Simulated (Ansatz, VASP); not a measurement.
C: VASP beside Ansatz

```
CELL_PARAMETERS angstrom
0.00000 1.83780 1.83780
1.83780 0.00000 1.83780
1.83780 1.83780 0.00000
ATOMIC_POSITIONS crystal
C 0.00000 0.00000 0.00000
C 0.25000 0.25000 0.25000
```

Alike in both runs: task single point; functional PBE; k mesh 12 × 12 × 12; occupations gaussian, width 0.02 eV; no spin polarisation.

|  | VASP | Ansatz |
| --- | --- | --- |
| version | VASP 6.6.1 | Ansatz 0.2.0 |
| potentials or method | VASP PAW PBE potentials, release 64 (C), cutoff 600 eV | scalar-relativistic, all-electron LAPW |

```csv
,VASP,Ansatz,Ansatz less VASP
gap on the k mesh at the Fermi level (eV),3.95,3.96,+0.007
least direct gap on the mesh (eV),5.34,5.35,+0.008
```

Ansatz ran all-electron here, and VASP with PAW potentials.
